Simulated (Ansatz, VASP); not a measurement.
**LiF in VASP and in Ansatz**

```xyz
4
Lattice="3.0500 0.0000 0.0000 -1.5250 2.6414 0.0000 0.0000 0.0000 4.1568" Properties=species:S:1:pos:R:3 pbc="T T T"
Li    0.0000    1.7609    1.5961
Li    1.5250    0.8805    3.6745
F     0.0000    1.7609    4.1195
F     1.5250    0.8805    2.0411
```

Alike in both runs: task single point; functional LDA; k mesh 9 × 9 × 6; occupations gaussian, width 0.05 eV; no spin polarisation.

```csv
,VASP,Ansatz
version,VASP 6.6.1,Ansatz 0.2.0
potentials or method,"VASP PAW LDA potentials, release 64 (Li_sv, F), cutoff 520 eV","scalar-relativistic, plane waves, PAW"
valence electrons in the cell,20,20
```

```csv
,VASP,Ansatz,Ansatz less VASP
gap on the k mesh at the Fermi level (eV),8.25,8.27,+0.018
least direct gap on the mesh (eV),8.25,8.27,+0.018
rms of the force components (eV/Å),0.697,0.679,-0.0177
```

LDA's correlation is that of Perdew and Zunger in VASP and of Perdew and Wang (1992) in Ansatz. Atom by atom the forces differ by 0.018 eV/Å (rms over components).

Noted on VASP's run: the cutoff is short for stress, so the pressure is rough.
